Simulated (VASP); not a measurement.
# Hf (Fm-3m) in VASP: further runs, part 2 of 2

VASP 6.6.1. The steps go on from the part before.

## 3. Single point, LDA

This run uses another cell than the first one, of 20.72 Å³/atom, 0.947 times its volume.

Contents of INCAR:

```
SYSTEM = Hf
PREC = Accurate
ENCUT = 520
EDIFF = 1E-6
ISMEAR = 0
SIGMA = 0.1
LREAL = .FALSE.
LASPH = .TRUE.
NELM = 80
ALGO = Normal
ISIF = 2
LWAVE = .FALSE.
LCHARG = .FALSE.
GGA = CA
NBANDS = 11
```

Contents of KPOINTS:

```
regular mesh
0
G
  16 16 16
  0 0 0
```

Contents of POSCAR:

```
Hf
1.0
    0.0000000000      2.1799445691      2.1799445691
    2.1799445691      0.0000000000      2.1799445691
    2.1799445691      2.1799445691      0.0000000000
Hf
1
Direct
    0.0000000000      0.0000000000      0.0000000000
```

Potentials or basis: VASP PAW LDA potentials, release 64 (Hf_pv).

The run is started by

```sh
$ cat potpaw_LDA.64/Hf_pv/POTCAR > POTCAR
$ mpirun -np 1 vasp_std > vasp.out
```

OUTCAR:

```text
SYSTEM = Hf
   PREC = Accurate
   ENCUT = 520
   EDIFF = 1E-6
   ISMEAR = 0
   LREAL = .FALSE.
   LASPH = .TRUE.
   NELM = 80
   ISIF = 2
   GGA = CA

 ion  position               nearest neighbor table
   1  0.000  0.000  0.000-

  LATTYP: Found a face centered cubic cell.
 ALAT       =     4.3598891382

  Lattice vectors:

 A1 = (   0.0000000000,   2.1799445691,   2.1799445691)
 A2 = (   2.1799445691,   0.0000000000,   2.1799445691)
 A3 = (   2.1799445691,   2.1799445691,   0.0000000000)

Analysis of symmetry for initial positions (statically):
=====================================================================
 Subroutine PRICEL returns:
 Original cell was already a primitive cell.

 Routine SETGRP: Setting up the symmetry group for a
 face centered cubic supercell.

 Subroutine GETGRP returns: Found 48 space group operations
 (whereof 48 operations were pure point group operations)
 out of a pool of 48 trial point group operations.

The static configuration has the point symmetry O_h .

Analysis of symmetry for dynamics (positions and initial velocities):
=====================================================================
 Subroutine PRICEL returns:
 Original cell was already a primitive cell.

 Routine SETGRP: Setting up the symmetry group for a
 face centered cubic supercell.

 Subroutine GETGRP returns: Found 48 space group operations
 (whereof 48 operations were pure point group operations)
 out of a pool of 48 trial point group operations.

The dynamic configuration has the point symmetry O_h .

 Subroutine INISYM returns: Found 48 space group operations
 (whereof 48 operations are pure point group operations),
 and found     1 'primitive' translations

----------------------------------------------------------------------------------------

                                     Primitive cell

  volume of cell :      20.7189

  direct lattice vectors                    reciprocal lattice vectors
     0.000000000  2.179944569  2.179944569    -0.229363630  0.229363630  0.229363630
     2.179944569  0.000000000  2.179944569     0.229363630 -0.229363630  0.229363630
     2.179944569  2.179944569  0.000000000     0.229363630  0.229363630 -0.229363630

  length of vectors
     3.082907175  3.082907175  3.082907175     0.397269461  0.397269461  0.397269461

  position of ions in fractional coordinates (direct lattice)
     0.000000000  0.000000000  0.000000000

  ion indices of the primitive-cell ions
   primitive index   ion index
                 1           1

----------------------------------------------------------------------------------------

 KPOINTS: regular mesh

Automatic generation of k-mesh.
 Grid dimensions read from file:
 generate k-points for:   16   16   16

 Generating k-lattice:

  Cartesian coordinates                     Fractional coordinates (reciprocal lattice)
    -0.014335227  0.014335227  0.014335227     0.062500000  0.000000000  0.000000000
     0.014335227 -0.014335227  0.014335227     0.000000000  0.062500000  0.000000000
     0.014335227  0.014335227 -0.014335227     0.000000000  0.000000000  0.062500000

  Length of vectors
     0.024829341  0.024829341  0.024829341

  Shift w.r.t. Gamma in fractional coordinates (k-lattice)
     0.000000000  0.000000000  0.000000000

 Subroutine IBZKPT returns following result:
 ===========================================

 Found    145 irreducible k-points:

 Following reciprocal coordinates:
            Coordinates               Weight
  0.000000  0.000000  0.000000      1.000000
  0.062500  0.000000  0.000000      8.000000
  0.125000  0.000000  0.000000      8.000000
  0.187500  0.000000  0.000000      8.000000
  0.250000  0.000000  0.000000      8.000000
  0.312500  0.000000  0.000000      8.000000
[... 16 lines left out ...]
 -0.125000  0.062500  0.000000     24.000000
 -0.062500  0.062500  0.000000     12.000000
 [... further k-points ...]
   k-points           NKPTS =    145   k-points in BZ     NKDIM =    145   number of bands    NBANDS=     11
   number of dos      NEDOS =    301   number of ions     NIONS =      1
   total plane-waves  NPLWV =  13824
   dimension x,y,z NGX =    24 NGY =   24 NGZ =   24
   dimension x,y,z NGXF=    48 NGYF=   48 NGZF=   48
   ions per type =               1
   NGX,Y,Z   is equivalent  to a cutoff of  12.94, 12.94, 12.94 a.u.
   NGXF,Y,Z  is equivalent  to a cutoff of  25.88, 25.88, 25.88 a.u.
 SYSTEM =  Hf
   PREC   = accura    normal or accurate (medium, high low for compatibility)
   ISTART =      0    job   : 0-new  1-cont  2-samecut
   ICHARG =      2    charge: 1-file 2-atom 10-const
   ISPIN  =      1    spin polarized calculation?
   LNONCOLLINEAR =      F non collinear calculations
   LSORBIT =      F    spin-orbit coupling
   LASPH  =      T    aspherical Exc in radial PAW
   ENCUT  =  520.0 eV  38.22 Ry    6.18 a.u.   5.73  5.73  5.73*2*pi/ulx,y,z
   NELM   =     80;   NELMIN=  2; NELMDL= -5     # of ELM steps
   EDIFF  = 0.1E-05   stopping-criterion for ELM
   LREAL  =      F    real-space projection
   EDIFFG = 0.1E-04   stopping-criterion for IOM
   NSW    =      0    number of steps for IOM
   IBRION =     -1    ionic relax: 0-MD 1-quasi-New 2-CG
   NFREE  =      0    steps in history (QN), initial steepest desc. (CG)
   ISIF   =      2    stress and relaxation
   ISYM   =      2    0-nonsym 1-usesym 2-fastsym
   POTIM  = 0.5000    time-step for ionic-motion
   TEBEG  =    0.0;   TEEND  =   0.0 temperature during run
   PSTRESS=    0.0 pullay stress
   NELECT =      10.0000    total number of electrons
   NUPDOWN=      -1.0000    fix difference up-down
   EMIN   =  10.00;   EMAX   =-10.00  energy-range for DOS
   EFERMI =   0.00;   METHOD = LEGACY
   ISMEAR =     0;   SIGMA  =   0.10  broadening in eV -4-tet -1-fermi 0-gaus
   EFERMI_NEDOS =   21; number of points for ismear=-14 and -15
   IALGO  =     38    algorithm
   IMIX   =      4    mixing-type and parameters
     AMIX     =   0.40;   BMIX     =  1.00
     AMIX_MAG =   1.60;   BMIX_MAG =  1.00
  volume/ion in A,a.u.               =      20.72       139.82
  Fermi-wavevector in a.u.,A,eV,Ry     =   1.284161  2.426712 22.436943  1.649069
  Thomas-Fermi vector in A             =   2.416371
   LORBIT       =      0    0 simple, 1 ext, 2 COOP (PROOUT), +10 PAW based schemes
   GGA     = CA    functional components
   LHFCALC =     F    Hartree Fock is set to
   AEXX    =    0.0000 exact exchange contribution
   IVDW    =     0    specifies the selected vdW correction
   LEPSILON=     F    determine dielectric tensor
   LRPA    =     F    only Hartree local field effects (RPA)
 non-spin polarized calculation
 Gauss-broadening in eV      SIGMA  =   0.10
  energy-cutoff  :      520.00
  volume of cell :       20.72
 maximum number of plane-waves:       568
   NGX = 11   NGY = 11   NGZ = 11

 number of electron      10.0000001 magnetization

 Free energy of the ion-electron system (eV)
  ---------------------------------------------------
  ext. energy  EPLUGINS =         0.00000000
  ---------------------------------------------------
  free energy    TOTEN  =       -10.63474044 eV

  energy without entropy =      -10.62656460  energy(sigma->0) =      -10.63065252

 E-fermi :   5.1868     XC(G=0): -11.8251

 val. band max:        5.1857455101   @ k =  -0.3125   0.3125   0.1250
 cond. band min:       5.2006093863   @ k =   0.3125   0.0000   0.0000
 fundamental gap:      0.0148638762
 Fermi energy:         5.1868379865

 k-point     1 :       0.0000    0.0000    0.0000
  band No.  band energies     occupation
      1     -24.4116      2.00000
      2     -24.4116      2.00000
      3     -24.4116      2.00000
      4      -2.2282      2.00000
      5       6.5262      0.00000
      6       6.5262      0.00000
      7       6.5262      0.00000
      8       9.5633      0.00000
      9       9.5633      0.00000
     10      16.8468      0.00000
     11      17.5422      0.00000

 k-point     2 :       0.0625    0.0000    0.0000
  band No.  band energies     occupation
      1     -24.4558      2.00000
      2     -24.4171      2.00000
      3     -24.4171      2.00000
      4      -2.0770      2.00000
      5       6.3760      0.00000
      6       6.5989      0.00000
      7       6.5989      0.00000
      8       9.4806      0.00000
      9       9.4806      0.00000
     10      17.1817      0.00000
     11      17.5420      0.00000
[... 295 lines left out ...]
 k-point    24 :      -0.0625    0.0625    0.0000
  band No.  band energies     occupation
      1     -24.5177      2.00000
      2     -24.4419      2.00000
      3     -24.4187      2.00000
      4      -1.8307      2.00000
      5       6.1377      0.00000
      6       6.7076      0.00000
      7       6.7307      0.00000
      8       9.1799      0.00000
      9       9.5483      0.00000
     10      17.5416      0.00000
     11      17.7036      0.00000

 [... further k-points ...]
[... 5 lines left out ...]
  --------------------------------------------------------------------------------------
  -------------------------------------------------------------------------------------
  Total        0.0083952      0.0083952      0.0083952      0.0000000     -0.0000000      0.0000000
  in kB        0.6491915      0.6491915      0.6491915      0.0000000     -0.0000000      0.0000000
  external PRESSURE =       0.6491915 kB  Pullay stress =       0.0000000 kB

 VOLUME and BASIS-vectors are now :
 -----------------------------------------------------------------------------
  energy-cutoff  :      520.00
  volume of cell :       20.72
      direct lattice vectors                 reciprocal lattice vectors
     0.000000000  2.179944569  2.179944569    -0.229363630  0.229363630  0.229363630
     2.179944569  0.000000000  2.179944569     0.229363630 -0.229363630  0.229363630
     2.179944569  2.179944569  0.000000000     0.229363630  0.229363630 -0.229363630

 POSITION                                       TOTAL-FORCE (eV/Angst)
 -----------------------------------------------------------------------------------
      0.00000      0.00000      0.00000         0.000000      0.000000      0.000000
 -----------------------------------------------------------------------------------
    total drift:                               -0.000000      0.000000      0.000000

  FREE ENERGIE OF THE ION-ELECTRON SYSTEM (eV)
  ---------------------------------------------------
  free  energy   TOTEN  =       -10.6347404416 eV

  energy  without entropy=      -10.6265645961  energy(sigma->0) =      -10.63065252
```

Run time: 19 s. Hardware: 1 thread of Intel Xeon 8259CL, shared host; peak memory 0.15 GiB.

Results:

* Free energy: -10.6347 eV
* Pressure: 0.1 GPa
* Band gap on the k mesh: zero (band 5 reaches 6.53 eV, above the bottom of band 6 at 4.74 eV)

Caveat: spin-orbit coupling is left out, which moves the levels of the heavy elements.

## 4. Single point, LDA

This run uses another cell than the first one, of 20.72 Å³/atom, 0.947 times its volume.

Contents of INCAR:

```
SYSTEM = Hf
  PREC = Accurate
  ENCUT = 520
  EDIFF = 1E-6
  ISMEAR = 0
  SIGMA = 0.15
  LREAL = .False.
  LASPH = .True.
  NELM = 80
  ALGO = Normal
  ISIF = 2
  LWAVE = .False.
  LCHARG = .False.
  GGA = CA
  NBANDS = 11
```

Contents of KPOINTS:

```
Automatic mesh
0
Gamma
  18 18 18
  0 0 0
```

POSCAR is that of step 3.

The run is started by

```sh
$ cat potpaw_LDA.64/Hf_pv/POTCAR > POTCAR
$ mpirun -np 1 vasp_std > vasp.out
```

It took 29 s on 1 thread of Intel Xeon 8259CL, shared host; peak memory 0.16 GiB.

Results (log left out):

| Property | Result |
| --- | --- |
| Free energy | -10.6403 eV |
| Pressure | 0.1 GPa |
| Band gap on the k mesh | zero (band 5 reaches 6.53 eV, above the bottom of band 6 at 4.48 eV) |

Levels at points of the mesh, in eV from the Fermi level:
| k point | band 2 | band 3 | band 4 | band 5 | band 6 | band 7 | band 8 | band 9 |
| --- | --- | --- | --- | --- | --- | --- | --- | --- |
| (0.00, 0.00, 0.00) | -29.59 | -29.59 | -7.41 | 1.34 | 1.34 | 1.34 | 4.38 | 4.38 |
| (0.50, 0.00, 0.00) | -29.73 | -29.73 | -3.87 | 1.00 | 1.09 | 1.09 | 6.75 | 6.75 |
| (0.50, 0.50, 0.00) | -29.98 | -29.98 | -3.61 | -2.46 | 3.09 | 6.75 | 7.47 | 7.47 |

Caveat: spin-orbit coupling is left out, which moves the levels of the heavy elements.

## 5. Single point, LDA

This run uses another cell than the first one, of 20.72 Å³/atom, 0.947 times its volume.

Contents of INCAR:

```
PREC = Accurate ; ENCUT = 520
EDIFF = 1E-6 ; ISMEAR = 0
SIGMA = 0.15 ; LREAL = F
LASPH = T ; NELM = 60
ALGO = Normal ; ISIF = 2
LWAVE = F ; LCHARG = F
GGA = CA ; NBANDS = 11
```

Contents of KPOINTS:

```
regular mesh
0
Gamma
  20 20 20
```

POSCAR is that of step 4.

The run is started by

```sh
$ cat potpaw_LDA.64/Hf_pv/POTCAR > POTCAR
$ mpirun -np 1 vasp_std > vasp.out
```

It took 40 s on 1 thread of Intel Xeon 8259CL, shared host; peak memory 0.17 GiB.

The run converged. Its results:

```yaml
Free_energy: -10.6402 eV
Pressure: 0.1 GPa
Band_gap_on_the_k_mesh: zero (band 5 reaches 6.53 eV, above the bottom of band 6 at 4.55 eV)
```

Levels at points of the mesh, in eV from the Fermi level:
| k point | band 3 | band 4 | band 5 | band 6 | band 7 | band 8 |
| --- | --- | --- | --- | --- | --- | --- |
| (0.00, 0.00, 0.00) | -29.59 | -7.41 | 1.35 | 1.35 | 1.35 | 4.38 |
| (0.50, 0.00, 0.00) | -29.73 | -3.87 | 1.01 | 1.09 | 1.09 | 6.76 |
| (0.50, 0.50, 0.00) | -29.97 | -3.60 | -2.45 | 3.09 | 6.75 | 7.47 |

Caveat: spin-orbit coupling is left out, which moves the levels of the heavy elements.

## 6. The runs side by side

| cell | k mesh | cutoff (eV) | smearing | gap on the mesh (eV) | pressure (GPa) |
| --- | --- | --- | --- | --- | --- |
| a = 3.140 Å, angles 60.0°, 1 atom | 8 × 8 × 8 | 500 | gaussian 0.1 eV | none | -6.0 |
| a = 3.083 Å, angles 60.0°, 1 atom | 16 × 16 × 16 | 520 | gaussian 0.1 eV | none | 0.1 |
| a = 3.083 Å, angles 60.0°, 1 atom | 18 × 18 × 18 | 520 | gaussian 0.15 eV | none | 0.1 |
| a = 3.083 Å, angles 60.0°, 1 atom | 20 × 20 × 20 | 520 | gaussian 0.15 eV | none | 0.1 |

Alike in all rows: task single point; level LDA; potentials or basis VASP PAW LDA potentials, release 64 (Hf_pv); no spin polarisation.

Caveats: spin-orbit coupling is left out, which moves the levels of the heavy elements.

Absolute energies hang on the potentials; compare differences alone.
